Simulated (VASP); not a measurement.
# C6F in VASP: notebook, part 2 of 2

VASP 6.6.1. Earlier steps stand in the parts before.

### 3 Single point, PBE

File INCAR:

```
SYSTEM = C6F
ALGO = Normal ; DIPOL = 0.5 0.5 0.309
EDIFF = 1E-7 ; ENCUT = 520
GGA = PE ; IDIPOL = 3
ISIF = 2 ; ISMEAR = 0
LASPH = .TRUE. ; LCHARG = .FALSE.
LDIPOL = .TRUE. ; LREAL = .FALSE.
LWAVE = .FALSE. ; NBANDS = 44
NELM = 80 ; PREC = Accurate
SIGMA = 0.1
```

File KPOINTS:

```
k-points
0
G
  6 3 1
  0 0 0
```

File POSCAR:

```
C6F
1.0
    4.9326910638      0.0000000000      0.0000000000
   -1.2331727660      8.7858796652      0.0000000000
    0.0000000000      0.0000000000     22.7907133601
C F
12 2
Direct
    0.0197005045      0.0788020181      0.1755100833
    0.5197005045      0.0788020181      0.1755100833
    0.2746256306      0.0985025226      0.2058124649
    0.7746256306      0.0985025226      0.2058124649
    0.2844758829      0.1379035317      0.2664172282
    0.7844758829      0.1379035317      0.2664172282
    0.0392967129      0.1571967721      0.2959398811
    0.5392967129      0.1571967721      0.2959398811
    0.0496770087      0.1987214849      0.3592739166
    0.5496770087      0.1987214849      0.3592739166
    0.3040736953      0.2163110607      0.3857147085
    0.8040736953      0.2163110607      0.3857147085
    0.3040736953      0.1283940254      0.4769799518
    0.3040736953      0.3042280961      0.4769799518
```

Potentials or basis: VASP PAW PBE potentials, release 64 (C, F).

On the command line:

```sh
cat potpaw_PBE.64/C/POTCAR potpaw_PBE.64/F/POTCAR > POTCAR
mpirun -np 1 vasp_std > vasp.out
```

OUTCAR:

```text
SYSTEM = C6F
   EDIFF = 1E-7
   ENCUT = 520
   GGA = PE
   ISIF = 2
   ISMEAR = 0
   LASPH = .TRUE.
   LREAL = .FALSE.
   NELM = 80
   PREC = Accurate

 ion  position               nearest neighbor table
   1  0.020  0.079  0.176-   3 1.42   4 1.42
   2  0.520  0.079  0.176-   4 1.42   3 1.42
   3  0.275  0.099  0.206-   1 1.42   2 1.42   5 1.42
   4  0.775  0.099  0.206-   2 1.42   1 1.42   6 1.42
   5  0.284  0.138  0.266-   8 1.41   7 1.41   3 1.42
   6  0.784  0.138  0.266-   7 1.41   8 1.41   4 1.42
   7  0.039  0.157  0.296-   6 1.41   5 1.41   9 1.49
   8  0.539  0.157  0.296-   5 1.41   6 1.41  10 1.49
   9  0.050  0.199  0.359-  11 1.38  12 1.38   7 1.49
  10  0.550  0.199  0.359-  12 1.38  11 1.38   8 1.49
  11  0.304  0.216  0.386-   9 1.38  10 1.38
  12  0.804  0.216  0.386-  10 1.38   9 1.38
  13  0.304  0.128  0.477-  14 1.56
  14  0.304  0.304  0.477-  13 1.56

  LATTYP: Found a simple monoclinic cell.
 ALAT       =     4.9326910638
 B/A-ratio  =     4.6203407157
[... 666 lines left out ...]

 vacuum level on the upper side and lower side of the slab       (xc-potential included)         0.326        -0.347

  FORCE on cell =-STRESS in cart. coord.  units (eV):
  Direction    XX          YY          ZZ          XY          YZ          ZX
  --------------------------------------------------------------------------------------
  -------------------------------------------------------------------------------------
  Total        0.0944331      3.4269912      0.2141958     -0.4833580      0.1188483     -0.0327826
  in kB        0.1531820      5.5589977      0.3474516     -0.7840656      0.1927864     -0.0531774
  external PRESSURE =       2.0198771 kB  Pullay stress =       0.0000000 kB

 VOLUME and BASIS-vectors are now :
 -----------------------------------------------------------------------------
  energy-cutoff  :      520.00
  volume of cell :      987.70
      direct lattice vectors                 reciprocal lattice vectors
     4.932691064  0.000000000  0.000000000     0.202729096  0.028454749  0.000000000
    -1.233172766  8.785879665  0.000000000     0.000000000  0.113818996  0.000000000
     0.000000000  0.000000000 22.790713360     0.000000000  0.000000000  0.043877521

 POSITION                                       TOTAL-FORCE (eV/Angst)
 -----------------------------------------------------------------------------------
     -0.00000      0.69235      4.00000        -0.188435      0.374735      1.521641
      2.46635      0.69235      4.00000         0.188124      0.365112      1.521009
      1.23317      0.86543      4.69061         0.000407     -0.773192     -3.099362
      3.69952      0.86543      4.69061        -0.000868     -0.679932     -2.720531
      1.23317      1.21160      6.07184        -0.002682      0.287659      1.171708
      3.69952      1.21160      6.07184         0.002806      0.385137      1.400664
     -0.00001      1.38111      6.74468         0.252914      0.083470      0.280914
      2.46633      1.38111      6.74468        -0.251911      0.111532      0.275240
     -0.00002      1.74594      8.18811        -0.325739     -0.007235      0.387607
      2.46633      1.74594      8.18811         0.340698      0.023233      0.364408
      1.23315      1.90048      8.79071        -0.008281     -0.271142     -1.217112
      3.69950      1.90048      8.79071         0.001537      0.124860      0.256191
      1.34157      1.12805     10.87071         0.305536     -2.267634     -0.020827
      1.12474      2.67291     10.87071        -0.314103      2.243397     -0.121552
 -----------------------------------------------------------------------------------
    total drift:                                0.002156      0.000448      0.001425

  FREE ENERGIE OF THE ION-ELECTRON SYSTEM (eV)
  ---------------------------------------------------
  free  energy   TOTEN  =      -101.3726832887 eV

  energy  without entropy=     -101.2687473910  energy(sigma->0) =     -101.32071534

 vacuum level on the upper side and lower side of the slab         1.858         1.170
```

stdout:

```text
POSCAR found type information on POSCAR C F
 POSCAR found :  2 types and      14 ions
 scaLAPACK will be used
 LDA part: xc-table for (Slater+PW92), standard interpolation
 POSCAR, INCAR and KPOINTS ok, starting setup
 FFT: planning ... GRIDC
 FFT: planning ... GRID_SOFT
 FFT: planning ... GRID
 WAVECAR not read
 entering main loop
```

Run time: 28 min. Hardware: 1 thread of Intel Xeon 8259CL, shared host; peak memory 1.1 GiB.

Results:

```yaml
Free_energy: -101.3727 eV
Largest_force: 3.194 eV/Å
Band_gap_on_the_k_mesh: 0.06 eV
```

Forces on the atoms (eV/Å):
```
C   -0.188  0.375  1.522
C    0.188  0.365  1.521
C    0.000 -0.773 -3.099
C   -0.001 -0.680 -2.721
C   -0.003  0.288  1.172
C    0.003  0.385  1.401
C    0.253  0.083  0.281
C   -0.252  0.112  0.275
C   -0.326 -0.007  0.388
C    0.341  0.023  0.364
C   -0.008 -0.271 -1.217
C    0.002  0.125  0.256
F    0.306 -2.268 -0.021
F   -0.314  2.243 -0.122
```

### 4 Single point, PBE

File INCAR:

```
SYSTEM = C6F
PREC     = Accurate       ! precision mode
ENCUT    = 520            ! plane-wave cutoff, eV
EDIFF    = 1E-6           ! SCF threshold, eV
ISMEAR   = 0              ! smearing method
SIGMA    = 0.1            ! smearing width, eV
LREAL    = .False.        ! projectors in reciprocal space
LASPH    = .True.         ! aspherical terms in the spheres
NELM     = 80             ! most SCF steps
ALGO     = Normal         ! electronic algorithm
ISIF     = 2              ! what is computed and relaxed
LWAVE    = .False.        ! write WAVECAR
LCHARG   = .False.        ! write CHGCAR
LDIPOL   = .True.       
IDIPOL   = 3            
DIPOL    = 0.5 0.5 0.315
GGA      = PE             ! functional
NBANDS   = 44             ! bands
```

File KPOINTS:

```
regular mesh
0
Gamma
  6 3 1
  0 0 0
```

Edit POSCAR of step 3 so:

```diff
@@ -20,3 +20,3 @@
     0.8040736953      0.2163110607      0.3857147085
-    0.3040736953      0.1283940254      0.4769799518
-    0.3040736953      0.3042280961      0.4769799518
+    0.3040736953      0.1283940254      0.5173472710
+    0.3040736953      0.3042280961      0.5173472710
```

On the command line:

```sh
cat potpaw_PBE.64/C/POTCAR potpaw_PBE.64/F/POTCAR > POTCAR
mpirun -np 1 vasp_std > vasp.out
```

Run time: 31 min. Hardware: 1 thread of Intel Xeon 8259CL, shared host; peak memory 1.1 GiB.

The run converged. Its results:

- Free energy: -101.4054 eV
- Largest force: 3.236 eV/Å
- Band gap on the k mesh: 0.09 eV

Forces in eV/Å, atoms in the order of the input:
```
C   -0.015  0.401  1.625
C    0.015  0.400  1.625
C    0.000 -0.786 -3.139
C    0.000 -0.779 -3.117
C   -0.001  0.368  1.449
C    0.000  0.377  1.471
C    0.027  0.008  0.048
C   -0.026  0.010  0.047
C   -0.013  0.063  0.314
C    0.013  0.063  0.312
C    0.000 -0.076 -0.431
C    0.000 -0.039 -0.181
F   -0.188  1.367 -0.006
F    0.189 -1.376 -0.018
```

Levels at points of the mesh, in eV from the valence-band top:
```csv
k point,band 27,band 28,band 29,band 30,band 31,band 32,band 33,band 34,band 35,band 36
"(0.00, 0.00, 0.00)",-2.00,-1.95,-0.43,-0.25,-0.24,0.13,0.60,0.74,1.04,2.45
"(0.50, 0.00, 0.00)",-2.07,-1.55,-1.55,-0.01,0.00,0.10,0.11,0.14,3.06,3.07
```

### 5 The runs side by side

| cell | gap on the mesh (eV) | largest force (eV/Å) |
| --- | --- | --- |
| as given, atomic positions A | none | 5.21 |
| as given, atomic positions B | 0.06 | 3.19 |
| as given, atomic positions C | 0.09 | 3.24 |

Alike in all rows: task single point; level PBE; potentials or basis VASP PAW PBE potentials, release 64 (C, F); no spin polarisation; k mesh 6 × 3 × 1; cutoff (eV) 520; smearing gaussian 0.1 eV.

Total energies depend on the potentials used, so only differences within one code and one set of settings carry meaning.
